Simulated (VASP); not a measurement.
Na: single point with PBEsol

Na:

```
Na
1.0
    -2.56511    2.56511    1.39805
     2.56511   -2.56511    1.39805
     2.56511    2.56511   -1.39805
Na
2
Direct
  0.62500 0.87500 0.75000
  0.37500 0.12500 0.25000
```

```
Program                : VASP 6.6.1
Task                   : single point
Functional             : PBEsol
Potentials or basis    : VASP PAW PBE potentials, release 64 (Na_pv)
Cutoff                 : 500 eV
k mesh                 : 15 × 15 × 15
Occupations            : fermi-dirac, width 0.1 eV
Spin                   : no spin polarisation
Dipole correction      : no
Further INCAR settings : ALGO = Normal; EDIFF = 1e-06; NBANDS = 14
```

```yaml
Pressure: 19.1 GPa
Band_gap_on_the_k_mesh: zero (bands 7 and 8 overlap by 3.80 eV)
```

Levels at points of the mesh, in eV from the Fermi level:
```
           k point  band 4  band 5  band 6  band 7  band 8  band 9  band 10  band 11
(0.00, 0.00, 0.00)  -24.95  -24.93  -24.93   -5.11    3.89    5.78     5.78     7.97
```

Wall time 2.6 min on 1 thread of Intel Xeon 8259CL (shared host), peak memory 0.23 GiB.

Caveat: the cell stands under pressure; the PAW data sets were made with another functional, which shifts forces and pressure a little.
